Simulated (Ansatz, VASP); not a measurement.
# Two plane-wave programs on SiC

File INCAR:

```
SYSTEM = SiC
ALGO     = Normal         ! electronic algorithm
EDIFF    = 1E-6           ! SCF threshold, eV
ENCUT    = 520            ! plane-wave cutoff, eV
GGA      = PE             ! functional
ISIF     = 2              ! what is computed and relaxed
ISMEAR   = 0              ! smearing method
LASPH    = .TRUE.         ! aspherical terms in the spheres
LCHARG   = .FALSE.        ! write CHGCAR
LREAL    = .FALSE.        ! projectors in reciprocal space
LWAVE    = .FALSE.        ! write WAVECAR
NBANDS   = 16             ! bands
NELM     = 80             ! most SCF steps
PREC     = Accurate       ! precision mode
SIGMA    = 0.05           ! smearing width, eV
```

File KPOINTS:

```
k-points
0
G
  12 12 6
  0 0 0
```

Contents of POSCAR:

```
SiC
1.0
    3.0759982064     -0.0307599821      0.0000000000
   -1.5646380291      2.6792725798      0.0000000000
    0.0000000000      0.0000000000      5.0480000000
Si C
2 2
Direct
    0.3333333333      0.6666666667      0.0000000000
    0.6666666667      0.3333333333      0.5000000000
    0.3333333333      0.6666666667      0.3850000000
    0.6666666667      0.3333333333      0.8850000000
```

Input for Ansatz:

```yaml
crystal:
  lattice:
    - [3.0759982064, -0.0307599821, 0.0]
    - [-1.5646380291, 2.6792725798, 0.0]
    - [0.0, 0.0, 5.048]
  atoms:
    - { symbol: Si, position: [0.3333333333, 0.6666666667, 0.0] }
    - { symbol: Si, position: [0.6666666667, 0.3333333333, 0.5] }
    - { symbol: C, position: [0.3333333333, 0.6666666667, 0.385] }
    - { symbol: C, position: [0.6666666667, 0.3333333333, 0.885] }
basis:
  ecutwfc: 420
kpoints:
  mp_grid: { grid: [12, 12, 6] }
hamiltonian:
  xc: pbe
scf:
  occupations: { method: gaussian, width: 0.05 }
output:
  forces: true
  stress: true
  eigenvalues: true
  write_density: true
  write_potential: true
  elf: true
  volumetric_format: npy
```

Change from the starting cell: strain -0.0200 x Voigt [0, 0, 0, 0, 0, 1], atoms carried along.

Alike in both runs: task single point; functional PBE; k mesh 12 × 12 × 6; occupations gaussian, width 0.05 eV; no spin polarisation.

|  | VASP | Ansatz |
| --- | --- | --- |
| version | VASP 6.6.1 | Ansatz 0.2.0 |
| potentials or method | VASP PAW PBE potentials, release 64 (Si, C), cutoff 520 eV | scalar-relativistic, plane waves, PAW |
| valence electrons in the cell | 16 | 16 |

|  | VASP | Ansatz | Ansatz less VASP |
| --- | --- | --- | --- |
| gap on the k mesh at the Fermi level (eV) | 2.32 | 2.33 | +0.003 |
| least direct gap on the mesh (eV) | 3.98 | 3.98 | +0.005 |
| pressure (GPa) | 3.7 | 3.8 | +0.05 |
| traceless stress, the component that is largest in VASP (GPa) | 4.91 | 4.89 | -0.017 |
| rms of the force components (eV/Å) | 0.454 | 0.453 | -0.0001 |

Atom by atom the forces differ by 0.000 eV/Å (rms over components).
